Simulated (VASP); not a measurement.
# Al24GeN23 (a cell with a defect) in VASP: electric field gradients with PBE

Aim: the electric field gradients of Al24GeN23 (a cell with a defect) with PBE.

Program: VASP 6.6.1. These are calculated values, not measurements. Logs are shortened: lines on timing, memory, paths and dates and some standing lists are left out, and cuts for length are marked.

## (1) The cell of the first run

The cell holds a defect, 48 atoms: a = 9.339 Å, b = 6.226 Å, c = 9.962 Å, α = 90.00°, β = 90.00°, γ = 120.00°.

## (2) Electric field gradients, PBE

Input file INCAR:

```
SYSTEM = Al24GeN23
PREC     = Accurate       ! precision mode
ENCUT    = 520            ! plane-wave cutoff, eV
EDIFF    = 1E-8           ! SCF threshold, eV
ISMEAR   = -1             ! smearing method
SIGMA    = 0.01           ! smearing width, eV
LREAL    = Auto         
LASPH    = .TRUE.         ! aspherical terms in the spheres
NELM     = 100            ! most SCF steps
ALGO     = Normal         ! electronic algorithm
ISIF     = 2              ! what is computed and relaxed
LWAVE    = .FALSE.        ! write WAVECAR
LCHARG   = .FALSE.        ! write CHGCAR
GGA      = PE             ! functional
LEFG     = .TRUE.       
NELECT   = 202.0        
NBANDS   = 130            ! bands
```

Input file KPOINTS:

```
regular mesh
0
G
  3 4 2
  0 0 0
```

Input file POSCAR:

```
Al24GeN23
1.0
    9.3390000000      0.0000000000      0.0000000000
   -3.1130000000      5.3918741640      0.0000000000
    0.0000000000      0.0000000000      9.9620000000
Al Ge N
24 1 23
Direct
    0.1111111111      0.3333333334      0.0000000000
    0.1111111111      0.3333333334      0.5000000000
    0.1111111111      0.8333333334      0.0000000000
    0.1111111111      0.8333333334      0.5000000000
    0.4444444444      0.3333333334      0.0000000000
    0.4444444444      0.3333333334      0.5000000000
    0.4444444444      0.8333333334      0.0000000000
    0.4444444444      0.8333333334      0.5000000000
    0.7777777778      0.3333333334      0.0000000000
    0.7777777778      0.3333333334      0.5000000000
    0.7777777778      0.8333333334      0.0000000000
    0.7777777778      0.8333333334      0.5000000000
    0.2222222222      0.1666666666      0.2500000000
    0.2222222222      0.1666666666      0.7500000000
    0.2222222222      0.6666666666      0.2500000000
    0.2222222222      0.6666666666      0.7500000000
    0.5555555556      0.1666666666      0.2500000000
    0.5555555556      0.1666666666      0.7500000000
    0.5555555556      0.6666666666      0.2500000000
    0.5555555556      0.6666666666      0.7500000000
    0.8888888889      0.1666666666      0.2500000000
    0.8888888889      0.1666666666      0.7500000000
    0.8888888889      0.6666666666      0.2500000000
    0.8888888889      0.6666666666      0.7500000000
    0.1111111111      0.3333333334      0.1900000000
    0.1111111111      0.3333333334      0.6900000000
    0.1111111111      0.8333333334      0.1900000000
    0.1111111111      0.8333333334      0.6900000000
    0.4444444444      0.3333333334      0.1900000000
    0.4444444444      0.3333333334      0.6900000000
    0.4444444444      0.8333333334      0.1900000000
    0.4444444444      0.8333333334      0.6900000000
    0.7777777778      0.3333333334      0.1900000000
    0.7777777778      0.3333333334      0.6900000000
    0.7777777778      0.8333333334      0.1900000000
    0.7777777778      0.8333333334      0.6900000000
    0.2222222222      0.1666666666      0.4400000000
    0.2222222222      0.1666666666      0.9400000000
    0.2222222222      0.6666666666      0.4400000000
    0.2222222222      0.6666666666      0.9400000000
    0.5555555556      0.1666666666      0.4400000000
    0.5555555556      0.1666666666      0.9400000000
    0.5555555556      0.6666666666      0.4400000000
    0.5555555556      0.6666666666      0.9400000000
    0.8888888889      0.1666666666      0.4400000000
    0.8888888889      0.1666666666      0.9400000000
    0.8888888889      0.6666666666      0.4400000000
    0.8888888889      0.6666666666      0.9400000000
```

Potentials or basis: VASP PAW PBE potentials, release 64 (Al, Ge_d, N).

Command:

```bash
$ cat potpaw_PBE.64/Al/POTCAR potpaw_PBE.64/Ge_d/POTCAR potpaw_PBE.64/N/POTCAR > POTCAR
$ mpirun -np 1 vasp_std > vasp.out
```

OUTCAR:

```text
SYSTEM = Al24GeN23
   PREC = Accurate
   ENCUT = 520
   EDIFF = 1E-8
   ISMEAR = -1
   LREAL = Auto
   LASPH = .TRUE.
   NELM = 100
   ISIF = 2
   GGA = PE
   NELECT = 202.0

 ion  position               nearest neighbor table
   1  0.111  0.333  0.000-  25 1.89  40 1.89  46 1.89  38 1.89  15 3.07  16 3.07  21 3.07  22 3.07
                            13 3.07  14 3.07   5 3.11   9 3.11   7 3.11  11 3.11   3 3.11   3 3.11
   2  0.111  0.333  0.500-  26 1.89  39 1.89  45 1.89  37 1.89  15 3.07  16 3.07  21 3.07  22 3.07
                            13 3.07  14 3.07  25 3.09   6 3.11  10 3.11   8 3.11  12 3.11   4 3.11
   3  0.111  0.833  0.000-  27 1.89  38 1.89  48 1.89  40 1.89  13 3.07  14 3.07  23 3.07  24 3.07
                            15 3.07  16 3.07   7 3.11  11 3.11   5 3.11   9 3.11   1 3.11   1 3.11
   4  0.111  0.833  0.500-  28 1.89  37 1.89  47 1.89  39 1.89  13 3.07  14 3.07  23 3.07  24 3.07
                            15 3.07  16 3.07   8 3.11  12 3.11   6 3.11  10 3.11   2 3.11   2 3.11
   5  0.444  0.333  0.000-  29 1.89  44 1.89  38 1.89  42 1.89  19 3.07  20 3.07  13 3.07  14 3.07
                            17 3.07  18 3.07   1 3.11   3 3.11   7 3.11   7 3.11  11 3.11   9 3.11
   6  0.444  0.333  0.500-  30 1.89  43 1.89  37 1.89  41 1.89  19 3.07  20 3.07  13 3.07  14 3.07
                            17 3.07  18 3.07   2 3.11   4 3.11   8 3.11   8 3.11  12 3.11  10 3.11
   7  0.444  0.833  0.000-  31 1.89  42 1.89  40 1.89  44 1.89  17 3.07  18 3.07  15 3.07  16 3.07
                            19 3.07  20 3.07   3 3.11   1 3.11   5 3.11   5 3.11   9 3.11  11 3.11
   8  0.444  0.833  0.500-  32 1.89  41 1.89  39 1.89  43 1.89  17 3.07  18 3.07  15 3.07  16 3.07
                            19 3.07  20 3.07   4 3.11   2 3.11   6 3.11   6 3.11  10 3.11  12 3.11
   9  0.778  0.333  0.000-  33 1.89  48 1.89  42 1.89  46 1.89  23 3.07  24 3.07  17 3.07  18 3.07
[... 16 lines left out ...]
                             5 3.07   6 3.07  21 3.11  23 3.11  19 3.11  19 3.11  15 3.11  13 3.11
  18  0.556  0.167  0.750-  42 1.89  32 1.89  34 1.89  30 1.89   7 3.07   8 3.07   9 3.07  10 3.07
                             5 3.07   6 3.07  22 3.11  24 3.11  20 3.11  20 3.11  16 3.11  14 3.11
  19  0.556  0.667  0.250-  43 1.89  29 1.89  35 1.89  31 1.89   5 3.07   6 3.07  11 3.07  12 3.07
                             7 3.07   8 3.07  23 3.11  21 3.11  17 3.11  17 3.11  13 3.11  15 3.11
  20  0.556  0.667  0.750-  44 1.89  30 1.89  36 1.89  32 1.89   5 3.07   6 3.07  11 3.07  12 3.07
                             7 3.07   8 3.07  24 3.11  22 3.11  18 3.11  18 3.11  14 3.11  16 3.11
  21  0.889  0.167  0.250-  45 1.89  35 1.89  25 1.89  33 1.89  11 3.07  12 3.07   1 3.07   2 3.07
                             9 3.07  10 3.07  17 3.11  13 3.11  19 3.11  15 3.11  23 3.11  23 3.11
  22  0.889  0.167  0.750-  46 1.89  36 1.89  26 1.89  34 1.89  11 3.07  12 3.07   1 3.07   2 3.07
                             9 3.07  10 3.07  18 3.11  14 3.11  20 3.11  16 3.11  24 3.11  24 3.11
  23  0.889  0.667  0.250-  47 1.89  33 1.89  27 1.89  35 1.89   9 3.07  10 3.07   3 3.07   4 3.07
                            11 3.07  12 3.07  19 3.11  15 3.11  17 3.11  13 3.11  21 3.11  21 3.11
  24  0.889  0.667  0.750-  48 1.89  34 1.89  28 1.89  36 1.89   9 3.07  10 3.07   3 3.07   4 3.07
                            11 3.07  12 3.07  20 3.11  16 3.11  18 3.11  14 3.11  22 3.11  22 3.11
[... 1940 lines left out ...]
  volume of cell :      501.63
      direct lattice vectors                 reciprocal lattice vectors
     9.339000000  0.000000000  0.000000000     0.107077846  0.061821423  0.000000000
    -3.113000000  5.391874164  0.000000000     0.000000000  0.185464269  0.000000000
     0.000000000  0.000000000  9.962000000     0.000000000  0.000000000  0.100381450

 POSITION                                       TOTAL-FORCE (eV/Angst)
 -----------------------------------------------------------------------------------
     -0.00000      1.79729      0.00000         0.028958      0.018216     -9.774049
     -0.00000      1.79729      4.98100         0.036501      0.021334     -0.899484
     -1.55650      4.49323      0.00000         0.136714      0.084667      0.348490
     -1.55650      4.49323      4.98100         0.246189      0.149273     -0.352787
      3.11300      1.79729      0.00000        -0.275710     -0.114534      0.208775
      3.11300      1.79729      4.98100        -0.215438     -0.187294     -0.313618
[... 40 lines left out ...]
      6.22600      3.59458      4.38328        -0.113582     -0.060562      0.344423
      6.22600      3.59458      9.36428        -0.104209     -0.055925     -0.095231
 -----------------------------------------------------------------------------------
    total drift:                               -0.001232     -0.000816      0.028269

  FREE ENERGIE OF THE ION-ELECTRON SYSTEM (eV)
  ---------------------------------------------------
  free  energy   TOTEN  =      -330.2875256582 eV

  energy  without entropy=     -330.2875256582  energy(sigma->0) =     -330.28752566

 Electric field gradients (V/A^2)
---------------------------------------------------------------------
 ion       V_xx      V_yy      V_zz      V_xy      V_xz      V_yz
---------------------------------------------------------------------
   1      25.760    25.570   -51.330     0.191     0.234     0.130
   2      -2.349    -2.471     4.820     0.122     0.161     0.084
   3       0.176    -0.289     0.113     0.395     0.463     0.276
   4      -2.135    -2.532     4.667     0.333     0.313     0.191
   5      -0.785    -0.237     1.022    -0.820    -0.761    -0.309
   6      -2.334    -1.801     4.134    -1.439    -0.432    -0.213
[... 40 lines left out ...]
  47       0.523     0.266    -0.789     0.155     0.277     0.103
  48       0.448     0.181    -0.629     0.182    -0.415    -0.182
---------------------------------------------------------------------

 Electric field gradients after diagonalization (V/A^2)
 (convention: |V_zz| > |V_xx| > |V_yy|)
----------------------------------------------------------------------
 ion       V_xx      V_yy      V_zz     asymmetry (V_yy - V_xx)/ V_zz
----------------------------------------------------------------------
   1      25.879    25.452   -51.331       0.008
   2      -2.546    -2.278     4.824       0.056
   3      -0.515    -0.300     0.815       0.264
   4      -2.721    -1.966     4.687       0.161
   5       1.300     0.319    -1.619       0.606
   6      -3.559    -0.607     4.165       0.709
[... 40 lines left out ...]
  47       0.656     0.193    -0.849       0.545
  48       0.695     0.090    -0.785       0.771
----------------------------------------------------------------------

           NMR quadrupolar parameters

 Cq : quadrupolar parameter    Cq=e*Q*V_zz/h
 eta: asymmetry parameters     (V_yy - V_xx)/ V_zz
 Q  : nuclear electric quadrupole moment in mb (millibarn)
----------------------------------------------------------------------
 ion       Cq(MHz)       eta       Q (mb)
----------------------------------------------------------------------
   1      -0.124       0.008       1.000
   2       0.012       0.056       1.000
   3       0.002       0.264       1.000
   4       0.011       0.161       1.000
   5      -0.004       0.606       1.000
   6       0.010       0.709       1.000
[... 40 lines left out ...]
  47      -0.002       0.545       1.000
  48      -0.002       0.771       1.000
----------------------------------------------------------------------
```

Wall time 41 min (1 thread of Intel Xeon Platinum 8375C at 2.90GHz (Ice Lake), shared host); peak memory 0.91 GiB.

Results:

```yaml
Free_energy: -330.2875 eV
Largest_force: 9.774 eV/Å
```

Forces in eV/Å, atoms in the order of the input:
```
Al   0.029  0.018 -9.774
Al   0.037  0.021 -0.899
Al   0.137  0.085  0.348
Al   0.246  0.149 -0.353
Al  -0.276 -0.115  0.209
Al  -0.215 -0.187 -0.314
Al  -0.230 -0.176  0.179
Al  -0.247 -0.077 -0.298
Al   0.244 -0.046  0.206
Al   0.176 -0.111 -0.316
Al   0.092  0.242  0.176
Al  -0.002  0.212 -0.304
Al   7.940 -4.806  2.883
Al   0.025 -0.078  0.082
Al  -0.212  9.265  2.892
Al  -0.052  0.061  0.079
Al   0.022  0.083 -0.449
Al  -0.013 -0.022 -0.028
Al  -0.124 -0.142 -0.390
Al  -0.001  0.012 -0.041
Al  -7.954 -4.567  2.943
Al  -0.011 -0.011  0.063
Al   0.324  0.155 -0.393
Al   0.057  0.030 -0.033
Ge  -0.006 -0.005  0.798
N   -0.012 -0.006  0.123
N    0.145  0.084  0.167
N   -0.146 -0.086  0.118
N    0.912 -0.067  0.152
N    0.107  0.105  0.119
N    0.485  0.866  0.149
N    0.141  0.038  0.119
N   -0.916 -0.065  0.148
N   -0.096  0.062  0.118
N   -0.595 -0.805  0.140
N    0.007 -0.114  0.119
N    0.617 -0.289  1.180
N    0.509 -0.226 -0.998
N    0.064  0.683  1.174
N    0.063  0.558 -0.992
N    0.038  0.048  0.318
N    0.032  0.038 -0.097
N    0.048  0.003  0.314
N    0.041  0.004 -0.076
N   -0.663 -0.387  1.158
N   -0.548 -0.319 -0.969
N   -0.114 -0.061  0.344
N   -0.104 -0.056 -0.095
```

Electric field gradients, principal values (V/Å²):
| atom | least | middle | greatest (by size) |
| --- | --- | --- | --- |
| 1 Al | 25.452 | 25.879 | -51.331 |
| 2 Al | -2.278 | -2.546 | 4.824 |
| 3 Al | -0.300 | -0.515 | 0.815 |
| 4 Al | -1.966 | -2.721 | 4.687 |
| 5 Al | 0.319 | 1.300 | -1.619 |
| 6 Al | -0.607 | -3.559 | 4.165 |
| 7 Al | 0.371 | 1.384 | -1.755 |
| 8 Al | -0.558 | -3.570 | 4.128 |
| 9 Al | 0.115 | 1.271 | -1.386 |
| 10 Al | -0.771 | -3.452 | 4.223 |
| 11 Al | 0.083 | 1.404 | -1.487 |
| 12 Al | -0.784 | -3.457 | 4.240 |
| 13 Al | 22.789 | 30.137 | -52.927 |
| 14 Al | 0.344 | 0.942 | -1.286 |
| 15 Al | 22.801 | 30.180 | -52.981 |
| 16 Al | 0.340 | 0.926 | -1.266 |
| 17 Al | -1.548 | -3.858 | 5.405 |
| 18 Al | -0.741 | -1.047 | 1.788 |
| 19 Al | -1.616 | -3.015 | 4.632 |
| 20 Al | -0.815 | -1.136 | 1.951 |
| 21 Al | 24.331 | 29.490 | -53.820 |
| 22 Al | 0.608 | 0.798 | -1.405 |
| 23 Al | -1.062 | -3.294 | 4.356 |
| 24 Al | -0.559 | -1.326 | 1.885 |
| 25 Ge | -2.395 | -15.615 | 18.010 |
| 26 N | 0.922 | 1.416 | -2.337 |
| 27 N | 8.599 | 9.572 | -18.171 |
| 28 N | 1.112 | 1.605 | -2.717 |
| 29 N | 3.112 | 5.937 | -9.049 |
| 30 N | 0.380 | 1.574 | -1.953 |
| 31 N | 3.055 | 5.346 | -8.401 |
| 32 N | 0.354 | 1.631 | -1.985 |
| 33 N | 3.401 | 5.905 | -9.306 |
| 34 N | 0.548 | 1.362 | -1.910 |
| 35 N | 3.146 | 5.295 | -8.441 |
| 36 N | 0.572 | 1.305 | -1.877 |
| 37 N | 3.448 | 4.872 | -8.320 |
| 38 N | 3.509 | 4.832 | -8.341 |
| 39 N | 3.413 | 4.948 | -8.361 |
| 40 N | 3.480 | 4.905 | -8.385 |
| 41 N | -0.329 | -0.820 | 1.149 |
| 42 N | -0.318 | -0.727 | 1.045 |
| 43 N | -0.279 | -0.768 | 1.047 |
| 44 N | -0.276 | -0.742 | 1.019 |
| 45 N | 3.762 | 4.216 | -7.978 |
| 46 N | 4.035 | 4.242 | -8.278 |
| 47 N | 0.193 | 0.656 | -0.849 |
| 48 N | 0.090 | 0.695 | -0.785 |

Caveat: the cell carries a net charge on a neutralising background, which shifts energy and pressure; without QUAD_EFG the Cq values of the log hold for a quadrupole moment of 1 mb, not for the nuclei.
